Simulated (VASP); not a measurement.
**HfC (rocksalt type): relaxation of cell and atoms with PBEsol**

HfC (rocksalt type):

```
Hf C
1.0
     0.00000    2.32500    2.32500
     2.32500    0.00000    2.32500
     2.32500    2.32500    0.00000
Hf C
1 1
Direct
  0.00000 0.00000 0.00000
  0.50000 0.50000 0.50000
```

```yaml
Program: VASP 6.6.1
Task: relaxation of cell and atoms
Functional: PBEsol
Potentials_or_basis: VASP PAW PBE potentials, release 64 (Hf_pv, C)
Cutoff: 600 eV
k_mesh: 16 × 16 × 16
Occupations: fermi-dirac, width 0.08 eV
Spin: no spin polarisation
Dipole_correction: no
Further_INCAR_settings: ALGO = Normal; EDIFF = 1e-06; IBRION = 2; EDIFFG = -0.005; NSW = 60; ISIF = 3
```

* Relaxed volume: 12.20 Å³/atom
* Relaxed cell: a = 3.256 Å, b = 3.256 Å, c = 3.256 Å, α = 60.00°, β = 60.00°, γ = 60.00°
* Space group after relaxing (to 0.05 Å): Fm-3m (No. 225)
* Energy gained by relaxing: 8.2 meV/atom
* Ionic steps: 4
* Pressure after relaxing: 0.1 GPa
* Band gap on the k mesh: zero (band 7 reaches 7.08 eV, above the bottom of band 8 at 5.61 eV)

Step by step:
```
step  energy change (eV)  largest force (eV/Å)  pressure (GPa)  volume (Å³)
   1              0.0000                0.0000           -7.06        25.14
   2              0.0374                0.0000           14.62        23.17
   3             -0.0165                0.0000           -0.18        24.42
   4             -0.0165                0.0000            0.06        24.40
```

Final structure:
```cif
data_structure
_symmetry_space_group_name_H-M 'P 1'
_symmetry_Int_Tables_number 1
_cell_length_a 3.2557
_cell_length_b 3.2557
_cell_length_c 3.2557
_cell_angle_alpha 60.000
_cell_angle_beta 60.000
_cell_angle_gamma 60.000
_cell_volume 24.40
loop_
_atom_site_label
_atom_site_type_symbol
_atom_site_fract_x
_atom_site_fract_y
_atom_site_fract_z
_atom_site_occupancy
Hf1 Hf 0.00000 0.00000 0.00000 1
C1 C 0.50000 0.50000 0.50000 1
```

Levels at points of the mesh, in eV from the Fermi level:
```csv
k point,band 5,band 6,band 7,band 8,band 9,band 10
"(0.00, 0.00, 0.00)",1.06,1.06,1.06,1.37,1.37,1.37
"(0.50, 0.00, 0.00)",-6.29,-3.08,-3.08,5.48,5.48,5.97
"(0.50, 0.50, 0.00)",-2.54,-1.91,-0.03,-0.03,5.49,6.98
```

Wall time 84 s on 1 thread of Intel Xeon 6975P-C, on a shared host, peak memory 0.21 GiB.

Caveat: the PAW data sets were made with another functional, which shifts forces and pressure a little; spin-orbit coupling is left out, which moves the levels of the heavy elements.
